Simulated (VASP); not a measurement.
Runs of VASP 6.6.1 on NaCl. The structure is cubic, space group Fm-3m (No. 225). The conventional cell has a = 5.464 Å, b = 5.464 Å, c = 5.464 Å, α = 90.00°, β = 90.00°, γ = 90.00°. Within 3.6 Å of Na (site symmetry m-3m) lie 6 Cl at 2.73 Å. Cl (site symmetry m-3m) has 6 Na at 2.73 Å within 3.6 Å. 

```csv
cell,gap on the mesh (eV),pressure (GPa)
"relaxed to 15 GPa from a = 3.864 Å, angles 60.0, 60.0, 90.0°, 2 atoms",6.43,15.0
"relaxed to 4 GPa from a = 3.864 Å, angles 60.0, 60.0, 90.0°, 2 atoms",(a),4.0
"relaxed to 10 GPa from a = 3.864 Å, angles 60.0, 60.0, 90.0°, 2 atoms",6.07,10.0
"relaxed to 7 GPa from a = 3.864 Å, angles 60.0, 60.0, 90.0°, 2 atoms",5.82,7.0
```

Alike in all rows: level LDA; potentials or basis VASP PAW LDA potentials, release 64 (Na_pv, Cl); no spin polarisation; k mesh 8 × 8 × 8; smearing gaussian 0.01 eV.

Estimate the missing entries.

(a) 5.54.

Caveats: the cell is relaxed towards a set pressure, so the run minimises the enthalpy, not the energy.

